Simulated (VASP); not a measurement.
Input of a VASP 6.6.1 run:

File INCAR:

```
ALGO = Normal
EDIFF = 1E-6
ENCUT = 520
GGA = PE
ISIF = 2
ISMEAR = 0
ISPIN = 2
LASPH = T
LCHARG = F
LDAU = T
LDAUJ = 0 0
LDAUL = 2 -1
LDAUPRINT = 1
LDAUTYPE = 2
LDAUU = 3.9 0
LMAXMIX = 4
LORBIT = 11
LREAL = F
LWAVE = F
MAGMOM = 3.05 3.05 0 0 0 0
NBANDS = 38
NELM = 150
PREC = Accurate
SIGMA = 0.1
```

KPOINTS

```
k-points
0
Gamma
  8 8 12
```

The input POSCAR:

```
MnO2
1.0
    4.3061433833      0.0000000000      0.0000000000
    0.0000000000      4.3061433833      0.0000000000
    0.0000000000      0.0000000000      2.8677215681
Mn O
2 4
Direct
    0.0000000000      0.0000000000      0.0000000000
    0.5000000000      0.5000000000      0.5000000000
    0.3047289366      0.3047289366      0.0000000000
    0.1952710634      0.8047289366      0.5000000000
    0.6952710634      0.6952710634      0.0000000000
    0.8047289366      0.1952710634      0.5000000000
```

Potentials or basis: VASP PAW PBE potentials, release 64 (Mn_pv, O).

Command:

```bash
$ cat potpaw_PBE.64/Mn_pv/POTCAR potpaw_PBE.64/O/POTCAR > POTCAR
$ mpirun -np 1 vasp_std > vasp.out
```

Task: Estimate the site moments.

Result: Mn +2.97; O -0.01 μB.

Task: Estimate the pressure.

Result: 23.8 GPa.

Task: What does it give for the largest force?

Result: 0.034 eV/Å.

Task: Predict the band gap on the k mesh.

Result: Zero (filled and empty bands overlap).

Eigenvalues of the final occupation matrices:
| site | spin | trace | eigenvalues |
| --- | --- | --- | --- |
| site 1 d | 1 | 3.91 | 0.50 0.52 0.96 0.97 0.98 |
| site 1 d | 2 | 1.00 | 0.07 0.11 0.12 0.33 0.35 |
| site 2 d | 1 | 3.91 | 0.50 0.52 0.96 0.97 0.98 |
| site 2 d | 2 | 1.00 | 0.07 0.11 0.12 0.33 0.35 |

Caveat: the cell stands under pressure; the run started ferromagnetic, and an antiferromagnetic order may lie lower in energy. The state reached can hang on the start; a lower one may exist.
